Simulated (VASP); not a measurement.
Set up this calculation in VASP 6.6.1, as the native input.

* Task: relaxation of cell and atoms
* Functional: PBE
* Potentials or basis: VASP PAW PBE potentials, release 64 (Lu, Sc_sv, F)
* Cutoff: 600 eV
* k mesh: 4 × 4 × 4
* Occupations: gaussian, width 0.1 eV
* Spin: no spin polarisation
* Dipole correction: no
* Further INCAR settings: ALGO = Normal; EDIFF = 1e-06; IBRION = 2; EDIFFG = -0.04; NSW = 90; ISIF = 3

The structure of LuSc3F lies in POSCAR:

```
LuSc3F
1.0
    4.5024367600      0.0000000000      0.0000000000
    0.0000000000      4.5024367600      0.0000000000
    0.0000000000      0.0000000000      4.5024367600
Lu Sc F
1 3 1
Direct
    0.5000000000      0.5000000000      0.5000000000
    0.5000000000      0.0000000000      0.0000000000
    0.0000000000      0.5000000000      0.0000000000
    0.0000000000      0.0000000000      0.5000000000
    0.0000000000      0.0000000000      0.0000000000
```

The cell was generated, and may not be a known phase.

One way to write it, as run:

INCAR

```
PREC     = Accurate       # precision mode
ENCUT    = 600            # plane-wave cutoff, eV
EDIFF    = 1E-6           # SCF threshold, eV
ISMEAR   = 0              # smearing method
SIGMA    = 0.1            # smearing width, eV
LREAL    = False          # projectors in reciprocal space
LASPH    = True           # aspherical terms in the spheres
NELM     = 80             # most SCF steps
ALGO     = Normal         # electronic algorithm
ISIF     = 3              # what is computed and relaxed
LWAVE    = False          # write WAVECAR
LCHARG   = False          # write CHGCAR
GGA      = PE             # functional
IBRION   = 2              # ionic algorithm
NSW      = 90             # ionic steps
EDIFFG   = -0.04          # ionic threshold
```

KPOINTS

```
regular mesh
0
Gamma
  4 4 4
```

Potentials or basis: VASP PAW PBE potentials, release 64 (Lu, Sc_sv, F).

Command:

```console
$ cat potpaw_PBE.64/Lu/POTCAR potpaw_PBE.64/Sc_sv/POTCAR potpaw_PBE.64/F/POTCAR > POTCAR
$ mpirun -np 1 vasp_std > vasp.out
```

It gave:

```yaml
Relaxed_volume: 21.01 Å³/atom
Relaxed_cell: a = 4.719 Å, b = 4.719 Å, c = 4.719 Å, α = 90.00°, β = 90.00°, γ = 90.00°
Space_group_after_relaxing_to_0.1_Å: Pm-3m (No. 221)
Energy_gained_by_relaxing: 78.0 meV/atom
Ionic_steps: 3
Pressure_after_relaxing: 0.0 GPa
Band_gap_on_the_k_mesh: zero (an odd number of electrons rules out a gap without spin polarisation)
```

Caveat: the volume moved by over 15 % at a fixed basis, so the end points are rough; spin-orbit coupling is left out, which moves the levels of the heavy elements.

Wall time 100 s on 1 thread of Oxide Virtual Turin-like Processor (shared host), peak memory 0.2 GiB.
